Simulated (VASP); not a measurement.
# WS2 (R3m) in VASP: further runs

The runs below take WS2 through single point, with PBE.

All numbers are computed with VASP 6.6.1; they aren't measurements. Logs are shortened: lines on timing, memory, paths and dates and some standing lists are left out, and cuts for length are marked.

### Step 1. The cell of the first run

The structure is trigonal, space group R3m (No. 160). Conventional cell: a = 3.188 Å, b = 3.188 Å, c = 21.663 Å, α = 90.00°, β = 90.00°, γ = 120.00°. Within 3.2 Å of W (site symmetry 3m) lie 6 S at 2.42 Å and 6 W at 3.19 Å. Within 3.2 Å of S (site symmetry 3m) lie 3 W at 2.42 Å and 7 S at 3.14 to 3.19 Å. S (site symmetry 3m) has 3 W at 2.42 Å and 7 S at 3.14 to 3.19 Å within 3.2 Å.

### Step 2. Single point, PBE

File INCAR:

```
ALGO     = Normal         # electronic algorithm
EDIFF    = 1E-7           # SCF threshold, eV
ENCUT    = 520            # plane-wave cutoff, eV
GGA      = PE             # functional
ISIF     = 2              # what is computed and relaxed
ISMEAR   = 0              # smearing method
LASPH    = True           # aspherical terms in the spheres
LCHARG   = False          # write CHGCAR
LREAL    = False          # projectors in reciprocal space
LWAVE    = False          # write WAVECAR
NBANDS   = 20             # bands
NELM     = 100            # most SCF steps
PREC     = Accurate       # precision mode
SIGMA    = 0.02           # smearing width, eV
```

File KPOINTS:

```
k-points
0
Gamma
  12 12 12
```

File POSCAR:

```
WS2
1.0
    1.5940179570      0.9203066966      7.2210141405
   -1.5940179570      0.9203066966      7.2210141405
    0.0000000000     -1.8406133931      7.2210141405
W S
1 2
Direct
    0.0006772602      0.0006772602      0.0006772602
    0.4065238177      0.4065238177      0.4065238177
    0.2614989321      0.2614989321      0.2614989321
```

Potentials or basis: VASP PAW PBE potentials, release 64 (W_sv, S).

Command:

```bash
cat potpaw_PBE.64/W_sv/POTCAR potpaw_PBE.64/S/POTCAR > POTCAR
mpirun -np 1 vasp_std > vasp.out
```

OUTCAR:

```text
EDIFF = 1E-7
   ENCUT = 520
   GGA = PE
   ISIF = 2
   ISMEAR = 0
   LASPH = True
   LREAL = False
   NELM = 100
   PREC = Accurate

 ion  position               nearest neighbor table
   1  0.001  0.001  0.001-   3 2.42   3 2.42   3 2.42   2 2.42   2 2.42   2 2.42
   2  0.407  0.407  0.407-   1 2.42   1 2.42   1 2.42
   3  0.261  0.261  0.261-   1 2.42   1 2.42   1 2.42

  LATTYP: Found a trigonal (rhomboedric) cell.
 ALAT       =     7.4519059898
 COS(alpha) =     0.9084872345

  Lattice vectors:

 A1 = (   1.5940179570,   0.9203066966,   7.2210141405)
 A2 = (  -1.5940179570,   0.9203066966,   7.2210141405)
 A3 = (   0.0000000000,  -1.8406133931,   7.2210141405)

Analysis of symmetry for initial positions (statically):
=====================================================================
 Subroutine PRICEL returns:
 Original cell was already a primitive cell.

 Routine SETGRP: Setting up the symmetry group for a
 trigonal (rhombohedral) supercell.

 Subroutine GETGRP returns: Found  6 space group operations
 (whereof  6 operations were pure point group operations)
 out of a pool of 12 trial point group operations.

The static configuration has the point symmetry C_3v.

Analysis of symmetry for dynamics (positions and initial velocities):
=====================================================================
 Subroutine PRICEL returns:
 Original cell was already a primitive cell.

 Routine SETGRP: Setting up the symmetry group for a
 trigonal (rhombohedral) supercell.

 Subroutine GETGRP returns: Found  6 space group operations
 (whereof  6 operations were pure point group operations)
 out of a pool of 12 trial point group operations.

The dynamic configuration has the point symmetry C_3v.

 Subroutine INISYM returns: Found  6 space group operations
 (whereof  6 operations are pure point group operations),
 and found     1 'primitive' translations

----------------------------------------------------------------------------------------

                                     Primitive cell

  volume of cell :      63.5587

  direct lattice vectors                    reciprocal lattice vectors
     1.594017957  0.920306697  7.221014141     0.313672752  0.181099048  0.046161568
    -1.594017957  0.920306697  7.221014141    -0.313672752  0.181099048  0.046161568
[... 77 lines left out ...]
 SYSTEM =  unknown system
   PREC   = accura    normal or accurate (medium, high low for compatibility)
   ISTART =      0    job   : 0-new  1-cont  2-samecut
   ICHARG =      2    charge: 1-file 2-atom 10-const
   ISPIN  =      1    spin polarized calculation?
   LNONCOLLINEAR =      F non collinear calculations
   LSORBIT =      F    spin-orbit coupling
   LASPH  =      T    aspherical Exc in radial PAW
   ENCUT  =  520.0 eV  38.22 Ry    6.18 a.u.  13.86 13.86 13.86*2*pi/ulx,y,z
   NELM   =    100;   NELMIN=  2; NELMDL= -5     # of ELM steps
   EDIFF  = 0.1E-06   stopping-criterion for ELM
   LREAL  =      F    real-space projection
   EDIFFG = 0.1E-05   stopping-criterion for IOM
   NSW    =      0    number of steps for IOM
   IBRION =     -1    ionic relax: 0-MD 1-quasi-New 2-CG
   NFREE  =      0    steps in history (QN), initial steepest desc. (CG)
   ISIF   =      2    stress and relaxation
   ISYM   =      2    0-nonsym 1-usesym 2-fastsym
   POTIM  = 0.5000    time-step for ionic-motion
   TEBEG  =    0.0;   TEEND  =   0.0 temperature during run
   PSTRESS=    0.0 pullay stress
   NELECT =      26.0000    total number of electrons
   NUPDOWN=      -1.0000    fix difference up-down
   EMIN   =  10.00;   EMAX   =-10.00  energy-range for DOS
   EFERMI =   0.00;   METHOD = LEGACY
   ISMEAR =     0;   SIGMA  =   0.02  broadening in eV -4-tet -1-fermi 0-gaus
   EFERMI_NEDOS =   21; number of points for ismear=-14 and -15
   IALGO  =     38    algorithm
   IMIX   =      4    mixing-type and parameters
     AMIX     =   0.40;   BMIX     =  1.00
     AMIX_MAG =   1.60;   BMIX_MAG =  1.00
  volume/ion in A,a.u.               =      21.19       142.97
  Fermi-wavevector in a.u.,A,eV,Ry     =   1.215274  2.296535 20.094320  1.476891
  Thomas-Fermi vector in A             =   2.350666
   LORBIT       =      0    0 simple, 1 ext, 2 COOP (PROOUT), +10 PAW based schemes
   GGA     = PE    functional components
   LHFCALC =     F    Hartree Fock is set to
   AEXX    =    0.0000 exact exchange contribution
   IVDW    =     0    specifies the selected vdW correction
   LEPSILON=     F    determine dielectric tensor
   LRPA    =     F    only Hartree local field effects (RPA)
 non-spin polarized calculation
 Gauss-broadening in eV      SIGMA  =   0.02
  energy-cutoff  :      520.00
  volume of cell :       63.56
 maximum number of plane-waves:      1728
   NGX = 27   NGY = 27   NGZ = 27

 number of electron      26.0000000 magnetization

 Free energy of the ion-electron system (eV)
  ---------------------------------------------------
  ext. energy  EPLUGINS =         0.00000000
  ---------------------------------------------------
  free energy    TOTEN  =       -23.68130221 eV

  energy without entropy =      -23.68130221  energy(sigma->0) =      -23.68130221

 E-fermi :   5.2613     XC(G=0):  -9.7035

 val. band max:        5.0336220298   @ k =   0.5000   0.5000   0.5000
 cond. band min:       6.6209832159   @ k =  -0.3333   0.3333   0.0000
 fundamental gap:      1.5873611861
 Fermi energy:         5.2612779516

 k-point     1 :       0.0000    0.0000    0.0000
  band No.  band energies     occupation
      1     -69.2317      2.00000
      2     -33.4598      2.00000
      3     -33.3160      2.00000
      4     -33.3160      2.00000
      5      -9.9191      2.00000
      6      -8.2656      2.00000
[... 541 lines left out ...]
     19      13.3245      0.00000
     20      13.8885      0.00000

 [... further k-points ...]
[... 5 lines left out ...]
  --------------------------------------------------------------------------------------
  -------------------------------------------------------------------------------------
  Total       -0.0116137     -0.0116137      0.0143162      0.0000000      0.0000000      0.0000000
  in kB       -0.2927569     -0.2927569      0.3608808      0.0000000      0.0000000      0.0000000
  external PRESSURE =      -0.0748777 kB  Pullay stress =       0.0000000 kB

 VOLUME and BASIS-vectors are now :
 -----------------------------------------------------------------------------
  energy-cutoff  :      520.00
  volume of cell :       63.56
      direct lattice vectors                 reciprocal lattice vectors
     1.594017957  0.920306697  7.221014141     0.313672752  0.181099048  0.046161568
    -1.594017957  0.920306697  7.221014141    -0.313672752  0.181099048  0.046161568
     0.000000000 -1.840613393  7.221014141     0.000000000 -0.362198096  0.046161568

 POSITION                                       TOTAL-FORCE (eV/Angst)
 -----------------------------------------------------------------------------------
      0.00000      0.00000      0.01467         0.000000     -0.000000     -0.000051
      0.00000      0.00000      8.80654         0.000000      0.000000      0.002872
      0.00000      0.00000      5.66486         0.000000     -0.000000     -0.002821
 -----------------------------------------------------------------------------------
    total drift:                                0.000000     -0.000000     -0.000103

  FREE ENERGIE OF THE ION-ELECTRON SYSTEM (eV)
  ---------------------------------------------------
  free  energy   TOTEN  =       -23.6813022102 eV

  energy  without entropy=      -23.6813022102  energy(sigma->0) =      -23.68130221
```

OSZICAR:

```text
N       E                     dE             d eps       ncg     rms          rms(c)
DAV:   1     0.202654426363E+03    0.20265E+03   -0.12909E+04  7584   0.126E+03
DAV:   2    -0.139781213346E+02   -0.21663E+03   -0.20979E+03  9068   0.334E+02
DAV:   3    -0.249106508338E+02   -0.10933E+02   -0.10828E+02  9552   0.707E+01
DAV:   4    -0.250891761185E+02   -0.17853E+00   -0.17840E+00  9380   0.985E+00
DAV:   5    -0.250929954349E+02   -0.38193E-02   -0.38192E-02  9568   0.148E+00    0.259E+01
DAV:   6    -0.238716557810E+02    0.12213E+01   -0.67297E+00  8376   0.173E+01    0.106E+01
DAV:   7    -0.237321109102E+02    0.13954E+00   -0.14427E+00  8316   0.675E+00    0.544E+00
DAV:   8    -0.236821064128E+02    0.50004E-01   -0.26629E-01  9028   0.346E+00    0.106E+00
DAV:   9    -0.236814603886E+02    0.64602E-03   -0.11671E-02  9240   0.740E-01    0.510E-01
DAV:  10    -0.236813033579E+02    0.15703E-03   -0.41373E-03  9008   0.437E-01    0.899E-02
DAV:  11    -0.236812593803E+02    0.43978E-04   -0.54362E-04  8624   0.155E-01    0.579E-02
DAV:  12    -0.236812986014E+02   -0.39221E-04   -0.11056E-04  8272   0.784E-02    0.192E-02
DAV:  13    -0.236813015006E+02   -0.28992E-05   -0.31737E-05  8468   0.405E-02    0.553E-03
DAV:  14    -0.236813020537E+02   -0.55312E-06   -0.28913E-06  9212   0.105E-02    0.428E-03
DAV:  15    -0.236813021968E+02   -0.14311E-06   -0.34529E-07  8080   0.408E-03    0.117E-03
DAV:  16    -0.236813022102E+02   -0.13451E-07   -0.40401E-08  5852   0.135E-03
   1 F= -.23681302E+02 E0= -.23681302E+02  d E =-.350125E-61
```

It took 21 min on 1 thread of AMD EPYC 7R13 (Zen 3), shared host; peak memory 0.52 GiB.

Results:

* Free energy: -23.6813 eV
* Pressure: 0.0 GPa
* Band gap on the k mesh: 1.59 eV (least direct gap 1.81 eV)

Forces on the atoms (eV/Å):
```
W    0.000  0.000  0.000
S    0.000  0.000  0.003
S    0.000  0.000 -0.003
```

Caveat: spin-orbit coupling is left out, which moves the levels of the heavy elements. A k mesh can miss the band edges.

### Step 3. Single point, PBE

This run uses another cell than the first one, of 19.00 Å³/atom.

File INCAR:

```
SYSTEM = WS2
ALGO = Normal
EDIFF = 1E-6
ENCUT = 520
GGA = PE
ISIF = 2
ISMEAR = 0
LASPH = .True.
LCHARG = .False.
LREAL = .False.
LWAVE = .False.
NBANDS = 20
NELM = 100
PREC = Accurate
SIGMA = 0.1
```

File KPOINTS:

```
k-points
0
Gamma
  6 6 6
  0 0 0
```

File POSCAR:

```
WS2
1.0
    1.5924332100      0.9193917500      6.4898004500
   -1.5924332100      0.9193917500      6.4898004500
    0.0000000000     -1.8387835000      6.4898004500
W S
1 2
Direct
    0.0006678700      0.0006678700      0.0006678700
    0.4141123300      0.4141123300      0.4141123300
    0.2539198100      0.2539198100      0.2539198100
```

Potentials or basis: VASP PAW PBE potentials, release 64 (W_sv, S).

Command:

```bash
cat potpaw_PBE.64/W_sv/POTCAR potpaw_PBE.64/S/POTCAR > POTCAR
mpirun -np 1 vasp_std > vasp.out
```

OUTCAR:

```text
SYSTEM = WS2
   EDIFF = 1E-6
   ENCUT = 520
   GGA = PE
   ISIF = 2
   ISMEAR = 0
   LASPH = .True.
   LREAL = .False.
   NELM = 100
   PREC = Accurate

 ion  position               nearest neighbor table
   1  0.001  0.001  0.001-   3 2.41   3 2.41   3 2.41   2 2.41   2 2.41   2 2.41
   2  0.414  0.414  0.414-   1 2.41   1 2.41   1 2.41
   3  0.254  0.254  0.254-   1 2.41   1 2.41   1 2.41

  LATTYP: Found a trigonal (rhomboedric) cell.
 ALAT       =     6.7452675706
 COS(alpha) =     0.8885310040

  Lattice vectors:

 A1 = (   1.5924332100,   0.9193917500,   6.4898004500)
 A2 = (  -1.5924332100,   0.9193917500,   6.4898004500)
 A3 = (   0.0000000000,  -1.8387835000,   6.4898004500)

Analysis of symmetry for initial positions (statically):
=====================================================================
 Subroutine PRICEL returns:
 Original cell was already a primitive cell.

 Routine SETGRP: Setting up the symmetry group for a
 trigonal (rhombohedral) supercell.

 Subroutine GETGRP returns: Found  6 space group operations
 (whereof  6 operations were pure point group operations)
 out of a pool of 12 trial point group operations.

The static configuration has the point symmetry C_3v.

Analysis of symmetry for dynamics (positions and initial velocities):
=====================================================================
 Subroutine PRICEL returns:
 Original cell was already a primitive cell.

 Routine SETGRP: Setting up the symmetry group for a
 trigonal (rhombohedral) supercell.

 Subroutine GETGRP returns: Found  6 space group operations
 (whereof  6 operations were pure point group operations)
 out of a pool of 12 trial point group operations.

The dynamic configuration has the point symmetry C_3v.

 Subroutine INISYM returns: Found  6 space group operations
 (whereof  6 operations are pure point group operations),
 and found     1 'primitive' translations

[... 107 lines left out ...]
   NELECT =      26.0000    total number of electrons
   NUPDOWN=      -1.0000    fix difference up-down
   EMIN   =  10.00;   EMAX   =-10.00  energy-range for DOS
   EFERMI =   0.00;   METHOD = LEGACY
   ISMEAR =     0;   SIGMA  =   0.10  broadening in eV -4-tet -1-fermi 0-gaus
   EFERMI_NEDOS =   21; number of points for ismear=-14 and -15
   IALGO  =     38    algorithm
   IMIX   =      4    mixing-type and parameters
     AMIX     =   0.40;   BMIX     =  1.00
     AMIX_MAG =   1.60;   BMIX_MAG =  1.00
  volume/ion in A,a.u.               =      19.00       128.24
  Fermi-wavevector in a.u.,A,eV,Ry     =   1.260137  2.381314 21.605311  1.587946
  Thomas-Fermi vector in A             =   2.393662
   LORBIT       =      0    0 simple, 1 ext, 2 COOP (PROOUT), +10 PAW based schemes
   GGA     = PE    functional components
   LHFCALC =     F    Hartree Fock is set to
   AEXX    =    0.0000 exact exchange contribution
   IVDW    =     0    specifies the selected vdW correction
   LEPSILON=     F    determine dielectric tensor
   LRPA    =     F    only Hartree local field effects (RPA)
 non-spin polarized calculation
 Gauss-broadening in eV      SIGMA  =   0.10
  energy-cutoff  :      520.00
  volume of cell :       57.01
 maximum number of plane-waves:      1546
   NGX = 25   NGY = 25   NGZ = 25

 number of electron      26.0000001 magnetization

 Free energy of the ion-electron system (eV)
  ---------------------------------------------------
  ext. energy  EPLUGINS =         0.00000000
  ---------------------------------------------------
  free energy    TOTEN  =       -23.65847475 eV

  energy without entropy =      -23.65847475  energy(sigma->0) =      -23.65847475

 E-fermi :   7.1248     XC(G=0): -10.4782

 val. band max:        6.5343850141   @ k =   0.5000   0.5000   0.5000
 cond. band min:       7.7961274208   @ k =  -0.1667   0.1667   0.0000
 fundamental gap:      1.2617424067
 Fermi energy:         7.1247692662

 k-point     1 :       0.0000    0.0000    0.0000
  band No.  band energies     occupation
      1     -68.0070      2.00000
      2     -32.2470      2.00000
      3     -32.0978      2.00000
      4     -32.0978      2.00000
      5      -8.8261      2.00000
      6      -6.9997      2.00000
[... 541 lines left out ...]
     19      14.3607      0.00000
     20      14.8536      0.00000

 [... further k-points ...]
[... 5 lines left out ...]
  --------------------------------------------------------------------------------------
  -------------------------------------------------------------------------------------
  Total        0.4268821      0.4268821      1.0202005      0.0000000      0.0000000      0.0000000
  in kB       11.9970396     11.9970398     28.6715852      0.0000000      0.0000000      0.0000000
  external PRESSURE =      17.5552215 kB  Pullay stress =       0.0000000 kB

 VOLUME and BASIS-vectors are now :
 -----------------------------------------------------------------------------
  energy-cutoff  :      520.00
  volume of cell :       57.01
      direct lattice vectors                 reciprocal lattice vectors
     1.592433210  0.919391750  6.489800450     0.313984911  0.181279272  0.051362648
    -1.592433210  0.919391750  6.489800450    -0.313984911  0.181279272  0.051362648
     0.000000000 -1.838783500  6.489800450     0.000000000 -0.362558543  0.051362648

 POSITION                                       TOTAL-FORCE (eV/Angst)
 -----------------------------------------------------------------------------------
      0.00000      0.00000      0.01300         0.000000      0.000000      0.005308
      0.00000      0.00000      8.06252         0.000000      0.000000      0.207279
      0.00000      0.00000      4.94367         0.000000     -0.000000     -0.212587
 -----------------------------------------------------------------------------------
    total drift:                               -0.000000      0.000000     -0.000120

  FREE ENERGIE OF THE ION-ELECTRON SYSTEM (eV)
  ---------------------------------------------------
  free  energy   TOTEN  =       -23.6584747460 eV

  energy  without entropy=      -23.6584747460  energy(sigma->0) =      -23.65847475
```

OSZICAR:

```text
N       E                     dE             d eps       ncg     rms          rms(c)
DAV:   1     0.199509216204E+03    0.19951E+03   -0.13028E+04  1280   0.128E+03
DAV:   2    -0.148119392082E+02   -0.21432E+03   -0.20757E+03  1560   0.337E+02
DAV:   3    -0.248832748710E+02   -0.10071E+02   -0.99795E+01  1592   0.693E+01
DAV:   4    -0.250396371696E+02   -0.15636E+00   -0.15625E+00  1576   0.948E+00
DAV:   5    -0.250425128957E+02   -0.28757E-02   -0.28756E-02  1604   0.130E+00    0.264E+01
DAV:   6    -0.238388109937E+02    0.12037E+01   -0.65847E+00  1420   0.171E+01    0.108E+01
DAV:   7    -0.237046862558E+02    0.13412E+00   -0.13503E+00  1356   0.660E+00    0.559E+00
DAV:   8    -0.236592887906E+02    0.45397E-01   -0.25003E-01  1464   0.337E+00    0.115E+00
DAV:   9    -0.236586230089E+02    0.66578E-03   -0.10692E-02  1644   0.724E-01    0.510E-01
DAV:  10    -0.236584826436E+02    0.14037E-03   -0.38846E-03  1520   0.422E-01    0.771E-02
DAV:  11    -0.236584460433E+02    0.36600E-04   -0.50508E-04  1448   0.148E-01    0.549E-02
DAV:  12    -0.236584731844E+02   -0.27141E-04   -0.95716E-05  1400   0.728E-02    0.188E-02
DAV:  13    -0.236584745567E+02   -0.13723E-05   -0.20679E-05  1500   0.330E-02    0.542E-03
DAV:  14    -0.236584747460E+02   -0.18924E-06   -0.20057E-06  1216   0.882E-03
   1 F= -.23658475E+02 E0= -.23658475E+02  d E =-.190442E-18
```

Wall time 1.7 min (1 thread of AMD EPYC 7R13 (Zen 3), shared host); peak memory 0.31 GiB.

What came out:

| Quantity | Value |
| --- | --- |
| Free energy | -23.6585 eV |
| Pressure | 1.8 GPa |
| Largest force | 0.213 eV/Å |
| Band gap on the k mesh | 1.26 eV (least direct gap 1.79 eV) |

Forces in eV/Å, atoms in the order of the input:
```
W    0.000  0.000  0.005
S    0.000  0.000  0.207
S    0.000  0.000 -0.213
```

Stress tensor (GPa, compression positive):
```
1.20 0.00 0.00
0.00 1.20 0.00
0.00 0.00 2.87
```

Caveat: spin-orbit coupling is left out, which moves the levels of the heavy elements. A k mesh can miss the band edges.
